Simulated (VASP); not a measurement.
Here is a VASP 6.6.1 calculation.

Contents of INCAR:

```
SYSTEM = GaN
PREC     = Accurate       ! precision mode
ENCUT    = 600            ! plane-wave cutoff, eV
EDIFF    = 1E-6           ! SCF threshold, eV
ISMEAR   = 0              ! smearing method
SIGMA    = 0.02           ! smearing width, eV
LREAL    = .False.        ! projectors in reciprocal space
LASPH    = .True.         ! aspherical terms in the spheres
NELM     = 80             ! most SCF steps
ALGO     = Normal         ! electronic algorithm
ISIF     = 3              ! what is computed and relaxed
LWAVE    = .False.        ! write WAVECAR
LCHARG   = .False.        ! write CHGCAR
GGA      = PE             ! functional
IBRION   = 2              ! ionic algorithm
NSW      = 100            ! ionic steps
EDIFFG   = -0.01          ! ionic threshold
```

KPOINTS

```
regular mesh
0
Gamma
  12 12 6
  0 0 0
```

Contents of POSCAR:

```
GaN
1.0
    3.2173977067      0.0000000000      0.0000000000
   -1.6086988533      2.7863481480      0.0000000000
    0.0000000000      0.0000000000      5.2394066122
Ga N
2 2
Direct
    0.6666666667      0.3333333333      0.4991155894
    0.3333333333      0.6666666667      0.9991155894
    0.6666666667      0.3333333333      0.8758844106
    0.3333333333      0.6666666667      0.3758844106
```

Potentials or basis: VASP PAW PBE potentials, release 64 (Ga_d, N).

Run with:

```bash
$ cat potpaw_PBE.64/Ga_d/POTCAR potpaw_PBE.64/N/POTCAR > POTCAR
$ mpirun -np 1 vasp_std > vasp.out
```

Q: Predict the band gap on the k mesh.

A: 1.72 eV.

Q: Predict the relaxed volume.

A: 11.76 Å³/atom.

Q: Predict the relaxed cell.

A: a = 3.218 Å, b = 3.218 Å, c = 5.243 Å, α = 90.00°, β = 90.00°, γ = 120.00°.

Final structure:
```yaml
crystal:
  lattice:
    - [3.21830, 0.00000, 0.00000]
    - [-1.60915, 2.78713, 0.00000]
    - [0.00000, 0.00000, 5.24315]
  atoms:
    - { symbol: Ga, position: [0.66667, 0.33333, 0.49911] }
    - { symbol: Ga, position: [0.33333, 0.66667, 0.99911] }
    - { symbol: N, position: [0.66667, 0.33333, 0.87589] }
    - { symbol: N, position: [0.33333, 0.66667, 0.37589] }
```
